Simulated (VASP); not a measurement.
Wanted: the native input for a VASP 6.6.1 run.

```yaml
Task: electric field gradients
Functional: PBEsol
Potentials_or_basis: VASP PAW PBE potentials, release 64 (Bi_d)
Cutoff: 520 eV
k_mesh: 9 × 9 × 3
Occupations: fermi-dirac, width 0.03 eV
Spin: no spin polarisation
Dipole_correction: no
Further_INCAR_settings: ALGO = Normal; EDIFF = 1e-08; NBANDS = 22
```

The structure of Bi lies in POSCAR:

```
Bi
1.0
    4.5987308376      0.0000000000      0.0000000000
   -2.2993654188      3.9826177306      0.0000000000
    0.0000000000      0.0000000000     11.9846625878
Bi
2
Direct
    0.3333333333      0.6666666667      0.2500000000
    0.6666666667      0.3333333333      0.7500000000
```

This isn't the form of Bi at room conditions, which is rhombohedral.

These files were run (other wordings do the same):

INCAR

```
PREC = Accurate
ENCUT = 520
EDIFF = 1E-8
ISMEAR = -1
SIGMA = 0.03
LREAL = F
LASPH = T
NELM = 100
ALGO = Normal
ISIF = 2
LWAVE = F
LCHARG = F
GGA = PS
LEFG = T
NBANDS = 22
```

KPOINTS

```
Automatic mesh
0
Gamma
  9 9 3
```

Potentials or basis: VASP PAW PBE potentials, release 64 (Bi_d).

The run is started by

```console
$ cat potpaw_PBE.64/Bi_d/POTCAR > POTCAR
$ mpirun -np 1 vasp_std > vasp.out
```

Results of the run:

The pressure is -3.3 GPa and the band gap on the k mesh is zero (bands 15 and 16 overlap by 2.00 eV). The largest electric field gradient by atom is Bi -133.1 V/Å².

Caveat: the cell stands under tension; without QUAD_EFG the Cq values of the log hold for a quadrupole moment of 1 mb, not for the nuclei; the PAW data sets were made with another functional, which shifts forces and pressure a little; spin-orbit coupling is left out, which moves the levels of the heavy elements.

It took 72 s on 1 thread of Intel(R) Xeon(R) 6975P-C (Granite Rapids), with other jobs on the host, peak memory 0.36 GiB.
